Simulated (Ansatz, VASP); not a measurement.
# HfO2: VASP beside Ansatz

```
CELL_PARAMETERS angstrom
4.93862 0.00000 0.00000
0.00000 4.93862 0.00000
0.00000 0.00000 3.28871
ATOMIC_POSITIONS crystal
Hf 0.00000 0.00000 0.00000
Hf 0.50000 0.50000 0.50000
O 0.19495 0.80505 0.50000
O 0.30505 0.30505 0.00000
O 0.69495 0.69495 0.00000
O 0.80505 0.19495 0.50000
```

Alike in both runs: task single point; functional PBEsol; k mesh 4 × 4 × 6; no spin polarisation.

```csv
,VASP,Ansatz
version,VASP 6.6.1,Ansatz 0.2.0
potentials or method,"VASP PAW PBE potentials, release 64 (Hf_pv, O), cutoff 520 eV","plane waves, PAW"
occupations,"gaussian, width 0.01 eV",fixed
valence electrons in the cell,44,76
```

```tsv
	VASP	Ansatz	Ansatz less VASP
pressure (GPa)	-16.1	-13.7	+2.41
traceless stress, the component that is largest in VASP (GPa)	-3.25	-2.82	+0.423
```

VASP's potentials were made for PBE, not for PBEsol. VASP's potentials hold 44 valence electrons a cell and Ansatz's 76, so a difference there can come from the potentials and not from the codes.

Neither program's run includes spin-orbit coupling.
